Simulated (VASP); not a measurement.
# InSb (Pmmn) in VASP: further runs

InSb is run at these levels: RPBE, LDA; tasks: electric field gradients.

All numbers are computed with VASP 6.6.1; they aren't measurements. Logs are shortened: lines on timing, memory, paths and dates and some standing lists are left out, and cuts for length are marked.

## Step 1: The cell of the first run

It takes space group Pmmn (No. 59, orthorhombic). The conventional cell has a = 5.357 Å, b = 5.712 Å, c = 3.063 Å, α = 90.00°, β = 90.00°, γ = 90.00°. In (site symmetry mm2) has 4 Sb at 2.73 to 2.90 Å and 2 In at 3.06 Å within 3.6 Å. Sb (site symmetry mm2) has 4 In at 2.73 to 2.90 Å and 2 Sb at 3.06 Å within 3.6 Å.

## Step 2: Electric field gradients, RPBE

INCAR reads:

```
SYSTEM = InSb
ALGO = Normal
EDIFF = 1E-8
ENCUT = 520
GGA = RP
ISIF = 2
ISMEAR = -1
LASPH = .True.
LCHARG = .False.
LEFG = .True.
LREAL = .False.
LWAVE = .False.
NBANDS = 26
NELM = 60
PREC = Accurate
SIGMA = 0.05
```

KPOINTS reads:

```
k-points
0
Gamma
  9 8 15
  0 0 0
```

POSCAR reads:

```
InSb
1.0
    5.3570000000      0.0000000000      0.0000000000
    0.0000000000      5.7120000000      0.0000000000
    0.0000000000      0.0000000000      3.0630000000
In Sb
2 2
Direct
    0.0000000000      0.0000000000      0.0000000000
    0.5000000000      0.5000000000      0.0000000000
    0.5000000000      0.0000000000      0.8350000000
    0.0000000000      0.5000000000      0.1650000000
```

Potentials or basis: VASP PAW PBE potentials, release 64 (In_d, Sb).

The run is started by

```
$ cat potpaw_PBE.64/In_d/POTCAR potpaw_PBE.64/Sb/POTCAR > POTCAR
$ mpirun -np 1 vasp_std > vasp.out
```

OUTCAR:

```text
SYSTEM = InSb
   EDIFF = 1E-8
   ENCUT = 520
   GGA = RP
   ISIF = 2
   ISMEAR = -1
   LASPH = .True.
   LREAL = .False.
   NELM = 60
   PREC = Accurate

 ion  position               nearest neighbor table
   1  0.000  0.000  0.000-   3 2.73   3 2.73   4 2.90   4 2.90   3 3.70   3 3.70   4 3.83   4 3.83
                             2 3.92   2 3.92   2 3.92   2 3.92
   2  0.500  0.500  0.000-   4 2.73   4 2.73   3 2.90   3 2.90   4 3.70   4 3.70   3 3.83   3 3.83
                             1 3.92   1 3.92   1 3.92   1 3.92
   3  0.500  0.000  0.835-   1 2.73   1 2.73   2 2.90   2 2.90   1 3.70   1 3.70   2 3.83   2 3.83

   4  0.000  0.500  0.165-   2 2.73   2 2.73   1 2.90   1 2.90   2 3.70   2 3.70   1 3.83   1 3.83

  LATTYP: Found a simple orthorhombic cell.
 ALAT       =     3.0630000000
 B/A-ratio  =     1.7489389487
 C/A-ratio  =     1.8648383937

  Lattice vectors:

 A1 = (   0.0000000000,   0.0000000000,   3.0630000000)
 A2 = (   5.3570000000,   0.0000000000,   0.0000000000)
 A3 = (   0.0000000000,   5.7120000000,   0.0000000000)

Analysis of symmetry for initial positions (statically):
=====================================================================
 Subroutine PRICEL returns:
 Original cell was already a primitive cell.

 Routine SETGRP: Setting up the symmetry group for a
 simple orthorhombic supercell.

 Subroutine GETGRP returns: Found  8 space group operations
 (whereof  4 operations were pure point group operations)
 out of a pool of  8 trial point group operations.

The static configuration has the point symmetry C_2v.
 The point group associated with its full space group is D_2h.

Analysis of symmetry for dynamics (positions and initial velocities):
=====================================================================
 Subroutine PRICEL returns:
 Original cell was already a primitive cell.

 Routine SETGRP: Setting up the symmetry group for a
 simple orthorhombic supercell.

 Subroutine GETGRP returns: Found  8 space group operations
 (whereof  4 operations were pure point group operations)
 out of a pool of  8 trial point group operations.

The dynamic configuration has the point symmetry C_2v.
 The point group associated with its full space group is D_2h.

 Subroutine INISYM returns: Found  8 space group operations
 (whereof  4 operations are pure point group operations),
 and found     1 'primitive' translations

----------------------------------------------------------------------------------------

                                     Primitive cell

  volume of cell :      93.7253

  direct lattice vectors                    reciprocal lattice vectors
     5.357000000  0.000000000  0.000000000     0.186671645  0.000000000  0.000000000
     0.000000000  5.712000000  0.000000000     0.000000000  0.175070028  0.000000000
     0.000000000  0.000000000  3.063000000     0.000000000  0.000000000  0.326477310

  length of vectors
     5.357000000  5.712000000  3.063000000     0.186671645  0.175070028  0.326477310

  position of ions in fractional coordinates (direct lattice)
     0.000000000  0.000000000  0.000000000
     0.500000000  0.500000000  0.000000000
     0.500000000  0.000000000  0.835000000
     0.000000000  0.500000000  0.165000000

  ion indices of the primitive-cell ions
   primitive index   ion index
                 1           1
                 2           2
                 3           3
                 4           4

----------------------------------------------------------------------------------------

 KPOINTS: k-points

Automatic generation of k-mesh.
 Grid dimensions read from file:
 generate k-points for:    9    8   15

 Generating k-lattice:

  Cartesian coordinates                     Fractional coordinates (reciprocal lattice)
     0.020741294  0.000000000  0.000000000     0.111111111  0.000000000  0.000000000
     0.000000000  0.021883754  0.000000000     0.000000000  0.125000000  0.000000000
     0.000000000  0.000000000  0.021765154     0.000000000  0.000000000  0.066666667

  Length of vectors
     0.020741294  0.021883754  0.021765154

  Shift w.r.t. Gamma in fractional coordinates (k-lattice)
     0.000000000  0.000000000  0.000000000

 Subroutine IBZKPT returns following result:
 ===========================================

 Found    200 irreducible k-points:

 Following reciprocal coordinates:
            Coordinates               Weight
  0.000000  0.000000  0.000000      1.000000
  0.111111  0.000000  0.000000      2.000000
  0.222222  0.000000  0.000000      2.000000
  0.333333  0.000000  0.000000      2.000000
  0.444444  0.000000  0.000000      2.000000
  0.000000  0.125000  0.000000      2.000000
[... 16 lines left out ...]
  0.222222  0.500000  0.000000      2.000000
  0.333333  0.500000  0.000000      2.000000
 [... further k-points ...]
   k-points           NKPTS =    200   k-points in BZ     NKDIM =    200   number of bands    NBANDS=     26
   number of dos      NEDOS =    301   number of ions     NIONS =      4
   total plane-waves  NPLWV =  40320
   dimension x,y,z NGX =    40 NGY =   42 NGZ =   24
   dimension x,y,z NGXF=    80 NGYF=   84 NGZF=   48
   ions per type =               2   2
   NGX,Y,Z   is equivalent  to a cutoff of  12.41, 12.22, 13.03 a.u.
   NGXF,Y,Z  is equivalent  to a cutoff of  24.83, 24.45, 26.05 a.u.
 SYSTEM =  InSb
   PREC   = accura    normal or accurate (medium, high low for compatibility)
   ISTART =      0    job   : 0-new  1-cont  2-samecut
   ICHARG =      2    charge: 1-file 2-atom 10-const
   ISPIN  =      1    spin polarized calculation?
   LNONCOLLINEAR =      F non collinear calculations
   LSORBIT =      F    spin-orbit coupling
   LASPH  =      T    aspherical Exc in radial PAW
   ENCUT  =  520.0 eV  38.22 Ry    6.18 a.u.   9.96 10.62  5.70*2*pi/ulx,y,z
   NELM   =     60;   NELMIN=  2; NELMDL= -5     # of ELM steps
   EDIFF  = 0.1E-07   stopping-criterion for ELM
   LREAL  =      F    real-space projection
   EDIFFG = 0.1E-06   stopping-criterion for IOM
   NSW    =      0    number of steps for IOM
   IBRION =     -1    ionic relax: 0-MD 1-quasi-New 2-CG
   NFREE  =      0    steps in history (QN), initial steepest desc. (CG)
   ISIF   =      2    stress and relaxation
   ISYM   =      2    0-nonsym 1-usesym 2-fastsym
   POTIM  = 0.5000    time-step for ionic-motion
   TEBEG  =    0.0;   TEEND  =   0.0 temperature during run
   PSTRESS=    0.0 pullay stress
   NELECT =      36.0000    total number of electrons
   NUPDOWN=      -1.0000    fix difference up-down
   EMIN   =  10.00;   EMAX   =-10.00  energy-range for DOS
   EFERMI =   0.00;   METHOD = LEGACY
   ISMEAR =    -1;   SIGMA  =   0.05  broadening in eV -4-tet -1-fermi 0-gaus
   EFERMI_NEDOS =   21; number of points for ismear=-14 and -15
   IALGO  =     38    algorithm
   IMIX   =      4    mixing-type and parameters
     AMIX     =   0.40;   BMIX     =  1.00
     AMIX_MAG =   1.60;   BMIX_MAG =  1.00
  volume/ion in A,a.u.               =      23.43       158.12
  Fermi-wavevector in a.u.,A,eV,Ry     =   1.190027  2.248824 19.268076  1.416164
  Thomas-Fermi vector in A             =   2.326121
   LORBIT       =      0    0 simple, 1 ext, 2 COOP (PROOUT), +10 PAW based schemes
   GGA     = RP    functional components
   LHFCALC =     F    Hartree Fock is set to
   AEXX    =    0.0000 exact exchange contribution
   IVDW    =     0    specifies the selected vdW correction
   LEPSILON=     F    determine dielectric tensor
   LRPA    =     F    only Hartree local field effects (RPA)
 non-spin polarized calculation
  energy-cutoff  :      520.00
  volume of cell :       93.73
 maximum number of plane-waves:      2552
 NGX is ok and might be reduce to    40
   NGX = 19   NGY = 21   NGZ = 11

 number of electron      35.9999996 magnetization

 Free energy of the ion-electron system (eV)
  ---------------------------------------------------
  ext. energy  EPLUGINS =         0.00000000
  ---------------------------------------------------
  free energy    TOTEN  =       -10.37290170 eV

  energy without entropy =      -10.35998660  energy(sigma->0) =      -10.36644415

 E-fermi :   9.6995     XC(G=0): -10.6478

 val. band max:        9.6964639623   @ k =   0.1111   0.0000   0.3333
 cond. band min:       9.7037246544   @ k =   0.1111   0.1250   0.2667
 fundamental gap:      0.0072606921
 Fermi energy:         9.6994973212

 k-point     1 :       0.0000    0.0000    0.0000
  band No.  band energies     occupation
      1      -5.6997      2.00000
      2      -5.6852      2.00000
      3      -5.5548      2.00000
      4      -5.3515      2.00000
      5      -5.3333      2.00000
      6      -5.1931      2.00000
[... 18 lines left out ...]
     25      18.7106      0.00000
     26      19.0320      0.00000

 k-point     2 :       0.1111    0.0000    0.0000
  band No.  band energies     occupation
      1      -5.6853      2.00000
      2      -5.6786      2.00000
      3      -5.5559      2.00000
      4      -5.3481      2.00000
      5      -5.3375      2.00000
      6      -5.1994      2.00000
[... 18 lines left out ...]
     25      18.7909      0.00000
     26      19.1464      0.00000

 k-point     3 :       0.2222    0.0000    0.0000
  band No.  band energies     occupation
      1      -5.6614      2.00000
      2      -5.6466      2.00000
      3      -5.5575      2.00000
      4      -5.3524      2.00000
      5      -5.3379      2.00000
      6      -5.2170      2.00000
[... 572 lines left out ...]
 k-point    23 :       0.2222    0.5000    0.0000
  band No.  band energies     occupation
      1      -5.6278      2.00000
      2      -5.6278      2.00000
      3      -5.4547      2.00000
      4      -5.4547      2.00000
      5      -5.2817      2.00000
      6      -5.2817      2.00000
[... 18 lines left out ...]
     25      17.1346      0.00000
     26      17.1346      0.00000

 k-point    24 :       0.3333    0.5000    0.0000
  band No.  band energies     occupation
      1      -5.6179      2.00000
      2      -5.6179      2.00000
      3      -5.4388      2.00000
      4      -5.4388      2.00000
      5      -5.2841      2.00000
      6      -5.2841      2.00000
[... 18 lines left out ...]
     25      17.3497      0.00000
     26      17.3497      0.00000

 [... further k-points ...]

------------------------ aborting loop because EDIFF is reached ----------------------------------------

  FORCE on cell =-STRESS in cart. coord.  units (eV):
  Direction    XX          YY          ZZ          XY          YZ          ZX
  --------------------------------------------------------------------------------------
  -------------------------------------------------------------------------------------
  Total       17.6948491      9.3699378      7.4072419      0.0000000      0.0000000      0.0000000
  in kB      302.4827446    160.1734195    126.6223204      0.0000000      0.0000000      0.0000000
  external PRESSURE =     196.4261615 kB  Pullay stress =       0.0000000 kB

 VOLUME and BASIS-vectors are now :
 -----------------------------------------------------------------------------
  energy-cutoff  :      520.00
  volume of cell :       93.73
      direct lattice vectors                 reciprocal lattice vectors
     5.357000000  0.000000000  0.000000000     0.186671645  0.000000000  0.000000000
     0.000000000  5.712000000  0.000000000     0.000000000  0.175070028  0.000000000
     0.000000000  0.000000000  3.063000000     0.000000000  0.000000000  0.326477310

 POSITION                                       TOTAL-FORCE (eV/Angst)
 -----------------------------------------------------------------------------------
      0.00000      0.00000      0.00000         0.000000      0.000000      0.271936
      2.67850      2.85600      0.00000         0.000000      0.000000     -0.271936
      2.67850      0.00000      2.55761         0.000000      0.000000     -0.795014
      0.00000      2.85600      0.50539         0.000000      0.000000      0.795014
 -----------------------------------------------------------------------------------
    total drift:                               -0.000000      0.000000     -0.000000

  FREE ENERGIE OF THE ION-ELECTRON SYSTEM (eV)
  ---------------------------------------------------
  free  energy   TOTEN  =       -10.3729016975 eV

  energy  without entropy=      -10.3599865992  energy(sigma->0) =      -10.36644415

 Electric field gradients (V/A^2)
---------------------------------------------------------------------
 ion       V_xx      V_yy      V_zz      V_xy      V_xz      V_yz
---------------------------------------------------------------------
   1     -72.256    13.462    58.793    -0.000     0.000    -0.000
   2     -72.256    13.462    58.793    -0.000    -0.000    -0.000
   3     -67.993   -67.713   135.706     0.000     0.000    -0.000
   4     -67.993   -67.713   135.706     0.000     0.000    -0.000
---------------------------------------------------------------------

 Electric field gradients after diagonalization (V/A^2)
 (convention: |V_zz| > |V_xx| > |V_yy|)
----------------------------------------------------------------------
 ion       V_xx      V_yy      V_zz     asymmetry (V_yy - V_xx)/ V_zz
----------------------------------------------------------------------
   1      58.793    13.462   -72.256       0.627
   2      58.793    13.462   -72.256       0.627
   3     -67.993   -67.713   135.706       0.002
   4     -67.993   -67.713   135.706       0.002
----------------------------------------------------------------------

           NMR quadrupolar parameters

 Cq : quadrupolar parameter    Cq=e*Q*V_zz/h
 eta: asymmetry parameters     (V_yy - V_xx)/ V_zz
 Q  : nuclear electric quadrupole moment in mb (millibarn)
----------------------------------------------------------------------
 ion       Cq(MHz)       eta       Q (mb)
----------------------------------------------------------------------
   1      -0.175       0.627       1.000
   2      -0.175       0.627       1.000
   3       0.328       0.002       1.000
   4       0.328       0.002       1.000
----------------------------------------------------------------------
```

Wall time 7.2 min (1 thread of Intel Xeon 6975P-C, shared host); peak memory 0.51 GiB.

What came out:

```yaml
Free_energy: -10.3729 eV
Pressure: 19.6 GPa
Largest_force: 0.795 eV/Å
Band_gap_on_the_k_mesh: zero (band 18 reaches 11.73 eV, above the bottom of band 19 at 8.02 eV)
```

Forces in eV/Å, atoms in the order of the input:
```
In   0.000  0.000  0.272
In   0.000  0.000 -0.272
Sb   0.000  0.000 -0.795
Sb   0.000  0.000  0.795
```

Electric field gradients, principal values (V/Å²):
```
atom    least   middle  greatest (by size)
1 In   13.462   58.793             -72.256
2 In   13.462   58.793             -72.256
3 Sb  -67.713  -67.993             135.706
4 Sb  -67.713  -67.993             135.706
```

Caveat: without QUAD_EFG the Cq values of the log hold for a quadrupole moment of 1 mb, not for the nuclei; the PAW data sets were made with another functional, which shifts forces and pressure a little; spin-orbit coupling is left out, which moves the levels of the heavy elements.

(Continued in part 2 of 2.)
